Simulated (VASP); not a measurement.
Write the native input for VASP 6.6.1 that does the following.

| Quantity | Value |
| --- | --- |
| Task | single point |
| Functional | PBE |
| Potentials or basis | VASP PAW PBE potentials, release 64 (Ga_d, N) |
| Cutoff | 600 eV |
| k mesh | 10 × 10 × 10 |
| Occupations | gaussian, width 0.02 eV |
| Spin | no spin polarisation |
| Dipole correction | no |
| Further INCAR settings | ALGO = Normal; EDIFF = 1e-06; NBANDS = 16 |

The structure of GaN lies in POSCAR:

```
GaN
1.0
    0.0000000000      2.2742865080      2.2742865080
    2.2742865080      0.0000000000      2.2742865080
    2.2742865080      2.2742865080      0.0000000000
Ga N
1 1
Direct
    0.7500000000      0.7500000000      0.7500000000
    0.0000000000      0.0000000000      0.0000000000
```

These files were run (other wordings do the same):

INCAR

```
SYSTEM = GaN
PREC     = Accurate       ! precision mode
ENCUT    = 600            ! plane-wave cutoff, eV
EDIFF    = 1E-6           ! SCF threshold, eV
ISMEAR   = 0              ! smearing method
SIGMA    = 0.02           ! smearing width, eV
LREAL    = .FALSE.        ! projectors in reciprocal space
LASPH    = .TRUE.         ! aspherical terms in the spheres
NELM     = 120            ! most SCF steps
ALGO     = Normal         ! electronic algorithm
ISIF     = 2              ! what is computed and relaxed
LWAVE    = .FALSE.        ! write WAVECAR
LCHARG   = .FALSE.        ! write CHGCAR
GGA      = PE             ! functional
NBANDS   = 16             ! bands
GGA_COMPAT= .FALSE.
```

KPOINTS

```
Automatic mesh
0
G
  10 10 10
  0 0 0
```

Potentials or basis: VASP PAW PBE potentials, release 64 (Ga_d, N).

Launch:

```bash
$ cat potpaw_PBE.64/Ga_d/POTCAR potpaw_PBE.64/N/POTCAR > POTCAR
$ mpirun -np 1 vasp_std > vasp.out
```

Results of the run:

```json
{"Pressure": "-0.1 GPa", "Band gap on the k mesh": "1.55 eV, direct"}
```

Run time: 15 s on 1 thread of Intel(R) Xeon(R) 6975P-C (Granite Rapids), on a shared host, peak memory 0.16 GiB.
